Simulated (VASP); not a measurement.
Wanted: the native input for a VASP 6.6.1 run.

```
Task                   : single point
Functional             : LDA
Potentials or basis    : VASP PAW LDA potentials, release 64 (Hf_pv)
Cutoff                 : 520 eV
k mesh                 : 12 × 12 × 8
Occupations            : gaussian, width 0.1 eV
Spin                   : no spin polarisation
Dipole correction      : no
Further INCAR settings : ALGO = Normal; EDIFF = 1e-06; NBANDS = 17
```

The structure of Hf lies in POSCAR:

```
Hf
1.0
    3.1181299137      0.0000000028      0.0000000000
   -1.5590649593      2.7003797161      0.0000000000
    0.0000000000      0.0000000000      4.9468960220
Hf
2
Direct
    0.3333333333      0.6666666667      0.2500000000
    0.6666666667      0.3333333333      0.7500000000
```

These files were run (other wordings do the same):

INCAR

```
SYSTEM = Hf
  PREC = Accurate
  ENCUT = 520
  EDIFF = 1E-6
  ISMEAR = 0
  SIGMA = 0.1
  LREAL = .FALSE.
  LASPH = .TRUE.
  NELM = 60
  ALGO = Normal
  ISIF = 2
  LWAVE = .FALSE.
  LCHARG = .FALSE.
  NBANDS = 17
```

KPOINTS

```
regular mesh
0
G
  12 12 8
  0 0 0
```

Potentials or basis: VASP PAW LDA potentials, release 64 (Hf_pv).

Run with:

```sh
$ cat potpaw_LDA.64/Hf_pv/POTCAR > POTCAR
$ mpirun -np 1 vasp_std > vasp.out
```

Results of the run:

```
Pressure               : 0.1 GPa
Band gap on the k mesh : zero (bands 10 and 11 overlap by 1.41 eV)
```

Caveat: spin-orbit coupling is left out, which moves the levels of the heavy elements.

It took 73 s on 1 thread of Intel Xeon 8259CL, with other jobs on the host, peak memory 0.18 GiB.
